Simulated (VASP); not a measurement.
Wanted: the native input for a VASP 6.6.1 run.

```yaml
Task: single point
Functional: PBE
Potentials_or_basis: VASP PAW PBE potentials, release 64 (Al, Au)
Cutoff: 520 eV
k_mesh: 12 × 12 × 12
Occupations: gaussian, width 0.1 eV
Spin: no spin polarisation
Dipole_correction: no
Further_INCAR_settings: ALGO = Fast; EDIFF = 1e-06; NBANDS = 16
```

The structure of Al2Au lies in POSCAR:

```
Al2Au
1.0
    0.0000000000      3.1226700000      3.1226700000
    2.7626700000      0.3600000000      2.7626700000
    3.1226700000      3.1226700000      0.0000000000
Al Au
2 1
Direct
    0.2429289322      0.2712132034      0.2429289322
    0.7570710678      0.7287867966      0.7570710678
    0.0000000000      0.0000000000      0.0000000000
```

This cell differs from its parent crystal: strained and its atoms moved.

These files were run (other wordings do the same):

INCAR

```
ALGO     = Fast           # electronic algorithm
EDIFF    = 1E-6           # SCF threshold, eV
ENCUT    = 520            # plane-wave cutoff, eV
GGA      = PE             # functional
ISIF     = 2              # what is computed and relaxed
ISMEAR   = 0              # smearing method
LASPH    = True           # aspherical terms in the spheres
LCHARG   = False          # write CHGCAR
LREAL    = False          # projectors in reciprocal space
LWAVE    = False          # write WAVECAR
NBANDS   = 16             # bands
NELM     = 100            # most SCF steps
PREC     = Accurate       # precision mode
SIGMA    = 0.1            # smearing width, eV
```

KPOINTS

```
k-points
0
Gamma
  12 12 12
```

Potentials or basis: VASP PAW PBE potentials, release 64 (Al, Au).

Run with:

```console
$ cat potpaw_PBE.64/Al/POTCAR potpaw_PBE.64/Au/POTCAR > POTCAR
$ mpirun -np 1 vasp_std > vasp.out
```

It gave:

```yaml
Pressure: 25.2 GPa
Largest_force: 4.695 eV/Å
Band_gap_on_the_k_mesh: zero (an odd number of electrons rules out a gap without spin polarisation)
```

Caveat: the cell differs from its parent crystal (strained and its atoms moved); the cell stands under pressure; spin-orbit coupling is left out, which moves the levels of the heavy elements; forces of over 1 eV/Å act on the atoms, so gaps and moduli don't describe the material at rest.

Run time: 4.1 min on 1 thread of AMD EPYC 7R43 64-Core Processor (Zen 3), on a shared host, peak memory 0.27 GiB.
